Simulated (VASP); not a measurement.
# Ir: single point with LDA

The system is Ir.

```
CELL_PARAMETERS angstrom
-0.20959 1.90541 1.90541
1.69581 0.00000 1.69581
1.90541 1.90541 -0.20959
ATOMIC_POSITIONS crystal
Ir 0.00000 0.00000 0.00000
```

This cell differs from its parent crystal: engineering shear strain xz -0.2200, engineering shear strain yz +0.0000.

```yaml
Program: VASP 6.6.1
Task: single point
Functional: LDA
Potentials_or_basis: VASP PAW LDA potentials, release 64 (Ir)
Cutoff: 520 eV
k_mesh: 20 × 20 × 20
Occupations: gaussian, width 0.15 eV
Spin: no spin polarisation
```

```yaml
Pressure: 29.5 GPa
Band_gap_on_the_k_mesh: zero (an odd number of electrons rules out a gap without spin polarisation)
```

Stress tensor (GPa, compression positive):
```
43.72  0.00 63.02
 0.00  1.20  0.00
63.02  0.00 43.72
```

Levels at points of the mesh, in eV from the Fermi level:
```csv
k point,band 1,band 2,band 3,band 4,band 5,band 6,band 7,band 8,band 9
"(0.00, 0.00, 0.00)",-11.30,-5.49,-5.38,-1.87,-0.48,-0.45,13.99,17.13,20.89
"(0.50, 0.00, 0.00)",-8.74,-5.46,-1.99,-1.58,-0.38,1.83,6.44,14.94,19.74
"(0.00, 0.50, 0.00)",-8.20,-5.71,-2.81,0.52,0.75,1.92,10.35,13.38,17.10
"(0.50, 0.50, 0.00)",-8.20,-7.65,0.23,1.28,2.33,2.39,12.06,12.23,12.52
"(0.50, 0.00, 0.50)",-8.55,-7.68,1.51,1.85,1.89,1.93,8.23,11.02,16.87
```

It took 100 s on 1 thread of Intel(R) Xeon(R) Platinum 8488C (Sapphire Rapids) (shared host), peak memory 0.27 GiB.

Caveat: the cell differs from its parent crystal (engineering shear strain xz -0.2200, engineering shear strain yz +0.0000); the cell stands under pressure; spin-orbit coupling is left out, which moves the levels of the heavy elements.
